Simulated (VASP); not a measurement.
# Ti (P6_3/mmc) in VASP: settings compared

Ti is run at these levels: PBE, LDA; tasks: single point.

All numbers are computed with VASP 6.6.1; they aren't measurements. Logs are shortened: lines on timing, memory, paths and dates and some standing lists are left out, and cuts for length are marked.

**1. The cell of the first run**

Symmetry: P6_3/mmc, No. 194, hexagonal system. Conventional cell: a = 2.950 Å, b = 2.950 Å, c = 4.680 Å, α = 90.00°, β = 90.00°, γ = 120.00°. Within 3.8 Å of Ti (site symmetry -6m2) lie 12 Ti at 2.89 to 2.95 Å.

**2. Single point, PBE**

File INCAR:

```
PREC     = Accurate       # precision mode
ENCUT    = 520            # plane-wave cutoff, eV
EDIFF    = 1E-6           # SCF threshold, eV
ISMEAR   = -1             # smearing method
SIGMA    = 0.05           # smearing width, eV
LREAL    = F              # projectors in reciprocal space
LASPH    = T              # aspherical terms in the spheres
NELM     = 60             # most SCF steps
ALGO     = Normal         # electronic algorithm
ISIF     = 2              # what is computed and relaxed
LWAVE    = F              # write WAVECAR
LCHARG   = F              # write CHGCAR
GGA      = PE             # functional
NBANDS   = 19             # bands
```

File KPOINTS:

```
Automatic mesh
0
Gamma
  9 9 5
```

File POSCAR:

```
Ti
1.0
    2.9500000000      0.0000000000      0.0000000000
   -1.4750000000      2.5547749412      0.0000000000
    0.0000000000      0.0000000000      4.6800000000
Ti
2
Direct
    0.6666666667      0.3333333333      0.7500000000
    0.3333333333      0.6666666667      0.2500000000
```

Potentials or basis: VASP PAW PBE potentials, release 64 (Ti_sv).

The run is started by

```
> cat potpaw_PBE.64/Ti_sv/POTCAR > POTCAR
> mpirun -np 1 vasp_std > vasp.out
```

OUTCAR:

```text
PREC = Accurate
   ENCUT = 520
   EDIFF = 1E-6
   ISMEAR = -1
   LREAL = F
   LASPH = T
   NELM = 60
   ISIF = 2
   GGA = PE

 ion  position               nearest neighbor table
   1  0.667  0.333  0.750-   2 2.89   2 2.89   2 2.89   2 2.89   2 2.89   2 2.89
   2  0.333  0.667  0.250-   1 2.89   1 2.89   1 2.89   1 2.89   1 2.89   1 2.89

  LATTYP: Found a hexagonal cell.
 ALAT       =     2.9500000000
 C/A-ratio  =     1.5864406780

  Lattice vectors:

 A1 = (   2.9500000000,   0.0000000000,   0.0000000000)
 A2 = (  -1.4750000000,   2.5547749412,   0.0000000000)
 A3 = (   0.0000000000,   0.0000000000,   4.6800000000)

Analysis of symmetry for initial positions (statically):
=====================================================================
 Subroutine PRICEL returns:
 Original cell was already a primitive cell.

 Routine SETGRP: Setting up the symmetry group for a
 hexagonal supercell.

 Subroutine GETGRP returns: Found 24 space group operations
 (whereof 12 operations were pure point group operations)
 out of a pool of 24 trial point group operations.

The static configuration has the point symmetry D_3d.
 The point group associated with its full space group is D_6h.

Analysis of symmetry for dynamics (positions and initial velocities):
=====================================================================
 Subroutine PRICEL returns:
 Original cell was already a primitive cell.

 Routine SETGRP: Setting up the symmetry group for a
 hexagonal supercell.

 Subroutine GETGRP returns: Found 24 space group operations
 (whereof 12 operations were pure point group operations)
 out of a pool of 24 trial point group operations.

The dynamic configuration has the point symmetry D_3d.
 The point group associated with its full space group is D_6h.

 Subroutine INISYM returns: Found 24 space group operations
 (whereof 12 operations are pure point group operations),
 and found     1 'primitive' translations

----------------------------------------------------------------------------------------

                                     Primitive cell

  volume of cell :      35.2712

  direct lattice vectors                    reciprocal lattice vectors
     2.950000000  0.000000000  0.000000000     0.338983051  0.195711956  0.000000000
    -1.475000000  2.554774941  0.000000000     0.000000000  0.391423911  0.000000000
     0.000000000  0.000000000  4.680000000     0.000000000  0.000000000  0.213675214

  length of vectors
     2.950000000  2.950000000  4.680000000     0.391423911  0.391423911  0.213675214

  position of ions in fractional coordinates (direct lattice)
     0.666666667  0.333333333  0.750000000
     0.333333333  0.666666667  0.250000000

  ion indices of the primitive-cell ions
   primitive index   ion index
                 1           1
                 2           2

----------------------------------------------------------------------------------------

 KPOINTS: Automatic mesh

Automatic generation of k-mesh.
 Grid dimensions read from file:
 generate k-points for:    9    9    5

 Generating k-lattice:

  Cartesian coordinates                     Fractional coordinates (reciprocal lattice)
     0.037664783  0.021745773  0.000000000     0.111111111 -0.000000000  0.000000000
     0.000000000  0.043491546  0.000000000     0.000000000  0.111111111  0.000000000
     0.000000000  0.000000000  0.042735043     0.000000000  0.000000000  0.200000000

  Length of vectors
     0.043491546  0.043491546  0.042735043

  Shift w.r.t. Gamma in fractional coordinates (k-lattice)
     0.000000000  0.000000000  0.000000000

 Subroutine IBZKPT returns following result:
 ===========================================

 Found     36 irreducible k-points:

 Following reciprocal coordinates:
            Coordinates               Weight
  0.000000  0.000000  0.000000      1.000000
  0.111111  0.000000  0.000000      6.000000
  0.222222  0.000000  0.000000      6.000000
  0.333333  0.000000  0.000000      6.000000
  0.444444  0.000000  0.000000      6.000000
  0.111111  0.111111  0.000000      6.000000
[... 16 lines left out ...]
  0.333333  0.222222  0.200000     24.000000
  0.333333  0.333333  0.200000      4.000000
 [... further k-points ...]
   k-points           NKPTS =     36   k-points in BZ     NKDIM =     36   number of bands    NBANDS=     19
   number of dos      NEDOS =    301   number of ions     NIONS =      2
   total plane-waves  NPLWV =  20736
   dimension x,y,z NGX =    24 NGY =   24 NGZ =   36
   dimension x,y,z NGXF=    48 NGYF=   48 NGZF=   72
   ions per type =               2
   NGX,Y,Z   is equivalent  to a cutoff of  13.53, 13.53, 12.79 a.u.
   NGXF,Y,Z  is equivalent  to a cutoff of  27.05, 27.05, 25.58 a.u.
 SYSTEM =  unknown system
   PREC   = accura    normal or accurate (medium, high low for compatibility)
   ISTART =      0    job   : 0-new  1-cont  2-samecut
   ICHARG =      2    charge: 1-file 2-atom 10-const
   ISPIN  =      1    spin polarized calculation?
   LNONCOLLINEAR =      F non collinear calculations
   LSORBIT =      F    spin-orbit coupling
   LASPH  =      T    aspherical Exc in radial PAW
   ENCUT  =  520.0 eV  38.22 Ry    6.18 a.u.   5.49  5.49  8.70*2*pi/ulx,y,z
   NELM   =     60;   NELMIN=  2; NELMDL= -5     # of ELM steps
   EDIFF  = 0.1E-05   stopping-criterion for ELM
   LREAL  =      F    real-space projection
   EDIFFG = 0.1E-04   stopping-criterion for IOM
   NSW    =      0    number of steps for IOM
   IBRION =     -1    ionic relax: 0-MD 1-quasi-New 2-CG
   NFREE  =      0    steps in history (QN), initial steepest desc. (CG)
   ISIF   =      2    stress and relaxation
   ISYM   =      2    0-nonsym 1-usesym 2-fastsym
   POTIM  = 0.5000    time-step for ionic-motion
   TEBEG  =    0.0;   TEEND  =   0.0 temperature during run
   PSTRESS=    0.0 pullay stress
   NELECT =      24.0000    total number of electrons
   NUPDOWN=      -1.0000    fix difference up-down
   EMIN   =  10.00;   EMAX   =-10.00  energy-range for DOS
   EFERMI =   0.00;   METHOD = LEGACY
   ISMEAR =    -1;   SIGMA  =   0.05  broadening in eV -4-tet -1-fermi 0-gaus
   EFERMI_NEDOS =   21; number of points for ismear=-14 and -15
   IALGO  =     38    algorithm
   IMIX   =      4    mixing-type and parameters
     AMIX     =   0.40;   BMIX     =  1.00
     AMIX_MAG =   1.60;   BMIX_MAG =  1.00
  volume/ion in A,a.u.               =      17.64       119.01
  Fermi-wavevector in a.u.,A,eV,Ry     =   1.439920  2.721055 28.209912  2.073370
  Thomas-Fermi vector in A             =   2.558722
   LORBIT       =      0    0 simple, 1 ext, 2 COOP (PROOUT), +10 PAW based schemes
   GGA     = PE    functional components
   LHFCALC =     F    Hartree Fock is set to
   AEXX    =    0.0000 exact exchange contribution
   IVDW    =     0    specifies the selected vdW correction
   LEPSILON=     F    determine dielectric tensor
   LRPA    =     F    only Hartree local field effects (RPA)
 non-spin polarized calculation
  energy-cutoff  :      520.00
  volume of cell :       35.27
 maximum number of plane-waves:       972
 NGX is ok and might be reduce to    24
   NGX = 11   NGY = 11   NGZ = 17

 number of electron      24.0000002 magnetization

 Free energy of the ion-electron system (eV)
  ---------------------------------------------------
  ext. energy  EPLUGINS =         0.00000000
  ---------------------------------------------------
  free energy    TOTEN  =       -15.67862698 eV

  energy without entropy =      -15.66293611  energy(sigma->0) =      -15.67078154

 E-fermi :   8.1853     XC(G=0): -11.4250

 val. band max:        8.1440679648   @ k =   0.0000   0.0000   0.4000
 cond. band min:       8.2416627424   @ k =   0.3333   0.2222   0.4000
 fundamental gap:      0.0975947776
 Fermi energy:         8.1853254420

 k-point     1 :       0.0000    0.0000    0.0000
  band No.  band energies     occupation
      1     -48.7055      2.00000
      2     -48.5778      2.00000
      3     -25.2812      2.00000
      4     -24.6590      2.00000
      5     -24.6590      2.00000
      6     -24.6098      2.00000
[... 11 lines left out ...]
     18       9.7806      0.00000
     19      11.2702      0.00000

 k-point     2 :       0.1111    0.0000    0.0000
  band No.  band energies     occupation
      1     -48.6943      2.00000
      2     -48.5733      2.00000
      3     -25.2558      2.00000
      4     -24.7109      2.00000
      5     -24.6762      2.00000
      6     -24.6207      2.00000
[... 11 lines left out ...]
     18       9.6444      0.00000
     19      11.3612      0.00000

 k-point     3 :       0.2222    0.0000    0.0000
  band No.  band energies     occupation
      1     -48.6647      2.00000
      2     -48.5632      2.00000
      3     -25.1860      2.00000
      4     -24.8435      2.00000
      5     -24.7489      2.00000
      6     -24.7177      2.00000
[... 11 lines left out ...]
     18      10.2157      0.00000
     19      11.5159      0.00000

 k-point     4 :       0.3333    0.0000    0.0000
  band No.  band energies     occupation
      1     -48.6280      2.00000
      2     -48.5546      2.00000
      3     -25.0906      2.00000
      4     -24.9962      2.00000
      5     -24.8916      2.00000
      6     -24.7626      2.00000
[... 11 lines left out ...]
     18      10.9610      0.00000
     19      11.6225      0.00000

 k-point     5 :       0.4444    0.0000    0.0000
  band No.  band energies     occupation
      1     -48.5997      2.00000
      2     -48.5531      2.00000
      3     -25.0961      2.00000
      4     -25.0060      2.00000
      5     -24.9816      2.00000
      6     -24.7910      2.00000
[... 11 lines left out ...]
     18      11.6692      0.00000
     19      11.9745      0.00000
[... 334 lines left out ...]
      2     -48.5576      2.00000
      3     -25.1435      2.00000
      4     -25.0415      2.00000
      5     -24.9086      2.00000
      6     -24.7965      2.00000
[... 11 lines left out ...]
     18      11.5909      0.00000
     19      12.4313      0.00000

 k-point    22 :       0.2222    0.2222    0.2000
  band No.  band energies     occupation
      1     -48.6044      2.00000
      2     -48.5582      2.00000
      3     -25.0885      2.00000
      4     -25.0052      2.00000
      5     -24.8738      2.00000
      6     -24.8331      2.00000
[... 11 lines left out ...]
     18      11.4278      0.00000
     19      12.0376      0.00000

 k-point    23 :       0.3333    0.2222    0.2000
  band No.  band energies     occupation
      1     -48.5815      2.00000
      2     -48.5582      2.00000
      3     -25.0858      2.00000
      4     -25.0249      2.00000
      5     -24.9246      2.00000
      6     -24.8306      2.00000
[... 11 lines left out ...]
     18      11.5708      0.00000
     19      13.0287      0.00000

 k-point    24 :       0.3333    0.3333    0.2000
  band No.  band energies     occupation
      1     -48.5659      2.00000
      2     -48.5659      2.00000
      3     -25.0166      2.00000
      4     -25.0166      2.00000
      5     -25.0040      2.00000
      6     -24.8291      2.00000
[... 11 lines left out ...]
     18      11.2195      0.00000
     19      14.5320      0.00000

 [... further k-points ...]

------------------------ aborting loop because EDIFF is reached ----------------------------------------

  FORCE on cell =-STRESS in cart. coord.  units (eV):
  Direction    XX          YY          ZZ          XY          YZ          ZX
  --------------------------------------------------------------------------------------
  -------------------------------------------------------------------------------------
  Total       -0.3578979     -0.3578979     -0.5001177     -0.0000000      0.0000000      0.0000000
  in kB      -16.2573301    -16.2573301    -22.7175897     -0.0000000      0.0000000      0.0000000
  external PRESSURE =     -18.4107500 kB  Pullay stress =       0.0000000 kB

 VOLUME and BASIS-vectors are now :
 -----------------------------------------------------------------------------
  energy-cutoff  :      520.00
  volume of cell :       35.27
      direct lattice vectors                 reciprocal lattice vectors
     2.950000000  0.000000000  0.000000000     0.338983051  0.195711956  0.000000000
    -1.475000000  2.554774941  0.000000000     0.000000000  0.391423911  0.000000000
     0.000000000  0.000000000  4.680000000     0.000000000  0.000000000  0.213675214

 POSITION                                       TOTAL-FORCE (eV/Angst)
 -----------------------------------------------------------------------------------
      1.47500      0.85159      3.51000         0.000000      0.000000      0.000000
     -0.00000      1.70318      1.17000        -0.000000     -0.000000      0.000000
 -----------------------------------------------------------------------------------
    total drift:                               -0.000000      0.000000     -0.000000

  FREE ENERGIE OF THE ION-ELECTRON SYSTEM (eV)
  ---------------------------------------------------
  free  energy   TOTEN  =       -15.6786269753 eV

  energy  without entropy=      -15.6629361097  energy(sigma->0) =      -15.67078154
```

Wall time 18 s (1 thread of Intel Xeon 6975P-C, shared host); peak memory 0.16 GiB.

Results:

| Property | Result |
| --- | --- |
| Free energy | -15.6786 eV |
| Pressure | -1.8 GPa |
| Band gap on the k mesh | zero (band 12 reaches 8.95 eV, above the bottom of band 13 at 7.91 eV) |

Stress tensor (GPa, compression positive):
```
-1.63  0.00  0.00
 0.00 -1.63  0.00
 0.00  0.00 -2.27
```

Levels at points of the mesh, in eV from the Fermi level:
```tsv
k point	band 10	band 11	band 12	band 13	band 14	band 15
(0.00, 0.00, 0.00)	-2.66	0.70	0.76	0.76	0.85	1.25
```

**3. Single point, PBE**

This run uses another cell than the first one, of 17.81 Å³/atom, 1.010 times its volume.

File INCAR:

```
SYSTEM = Ti
PREC = Accurate
ENCUT = 520
EDIFF = 1E-6
ISMEAR = -1
SIGMA = 0.05
LREAL = .FALSE.
LASPH = .TRUE.
NELM = 100
ALGO = Normal
ISIF = 2
LWAVE = .FALSE.
LCHARG = .FALSE.
GGA = PE
NBANDS = 19
```

File KPOINTS:

```
Automatic mesh
0
G
  9 9 5
  0 0 0
```

POSCAR: that of step 2 with these lines changed.

```diff
@@ -4,3 +4,3 @@
    -1.4750000000      2.5547749412      0.0000000000
-    0.0000000000      0.0000000000      4.6800000000
+    0.0000000000      0.0000000000      4.7268000000
 Ti
```

Potentials or basis: VASP PAW PBE potentials, release 64 (Ti_sv).

The run is started by

```
> cat potpaw_PBE.64/Ti_sv/POTCAR > POTCAR
> mpirun -np 1 vasp_std > vasp.out
```

Wall time 16 s (1 thread of Intel Xeon 6975P-C, shared host); peak memory 0.16 GiB.

It converged, with:

* Free energy: -15.6717 eV
* Pressure: -2.9 GPa
* Band gap on the k mesh: zero (band 12 reaches 8.85 eV, above the bottom of band 13 at 7.80 eV)

Stress tensor (GPa, compression positive):
```
-2.29  0.00  0.00
 0.00 -2.29  0.00
 0.00  0.00 -4.08
```

Levels at points of the mesh, in eV from the Fermi level:
```
           k point  band 8  band 9  band 10  band 11  band 12  band 13  band 14  band 15  band 16  band 17
(0.00, 0.00, 0.00)  -32.77   -6.16    -2.64     0.59     0.77     0.77     0.79     1.24     1.24     1.63
```

**4. Single point, LDA**

This run uses another cell than the first one, of 16.10 Å³/atom, 0.913 times its volume.

File INCAR:

```
  PREC = Accurate
  ENCUT = 520
  EDIFF = 1E-6
  ISMEAR = -1
  SIGMA = 0.05
  LREAL = False
  LASPH = True
  NELM = 80
  ALGO = Normal
  ISIF = 2
  LWAVE = False
  LCHARG = False
  GGA = CA
  NBANDS = 19
```

File KPOINTS:

```
Automatic mesh
0
Gamma
  10 10 6
```

File POSCAR:

```
Ti
1.0
    2.8674520931      0.0000000000      0.0000000000
   -1.4337260465      2.4832863567      0.0000000000
    0.0000000000      0.0000000000      4.5214124356
Ti
2
Direct
    0.6666666667      0.3333333333      0.7500000000
    0.3333333333      0.6666666667      0.2500000000
```

Potentials or basis: VASP PAW LDA potentials, release 64 (Ti_sv).

The run is started by

```
> cat potpaw_LDA.64/Ti_sv/POTCAR > POTCAR
> mpirun -np 1 vasp_std > vasp.out
```

It took 15 s on 1 thread of Intel Xeon 6975P-C, shared host; peak memory 0.15 GiB.

The run converged. Its results:

```
Free energy            : -17.1073 eV
Pressure               : -0.1 GPa
Band gap on the k mesh : zero (band 12 reaches 9.70 eV, above the bottom of band 13 at 8.76 eV)
```

Levels at points of the mesh, in eV from the Fermi level:
| k point | band 10 | band 11 | band 12 | band 13 | band 14 | band 15 |
| --- | --- | --- | --- | --- | --- | --- |
| (0.00, 0.00, 0.00) | -2.86 | 0.78 | 0.78 | 0.96 | 1.16 | 1.35 |
| (0.50, 0.00, 0.00) | -2.39 | -2.04 | -0.47 | 0.43 | 0.71 | 1.31 |
| (0.00, 0.00, 0.50) | -4.32 | 0.11 | 0.11 | 0.67 | 0.67 | 0.67 |
| (0.50, 0.00, 0.50) | -2.74 | -0.90 | -0.90 | 1.62 | 1.62 | 1.83 |

**5. Overview**

| level | potentials or basis | cell | k mesh | gap on the mesh (eV) | pressure (GPa) |
| --- | --- | --- | --- | --- | --- |
| PBE | VASP PAW PBE potentials, release 64 (Ti_sv) | a = 2.950, b = 2.950, c = 4.680 Å, angles 90.0, 90.0, 120.0°, 2 atoms | 9 × 9 × 5 | none | -1.8 |
| PBE | VASP PAW PBE potentials, release 64 (Ti_sv) | a = 2.950, b = 2.950, c = 4.727 Å, angles 90.0, 90.0, 120.0°, 2 atoms | 9 × 9 × 5 | none | -2.9 |
| LDA | VASP PAW LDA potentials, release 64 (Ti_sv) | a = 2.867, b = 2.867, c = 4.521 Å, angles 90.0, 90.0, 120.0°, 2 atoms | 10 × 10 × 6 | none | -0.1 |

Alike in all rows: task single point; no spin polarisation; cutoff (eV) 520; smearing fermi-dirac 0.05 eV.

Absolute energies hang on the potentials; compare differences alone.
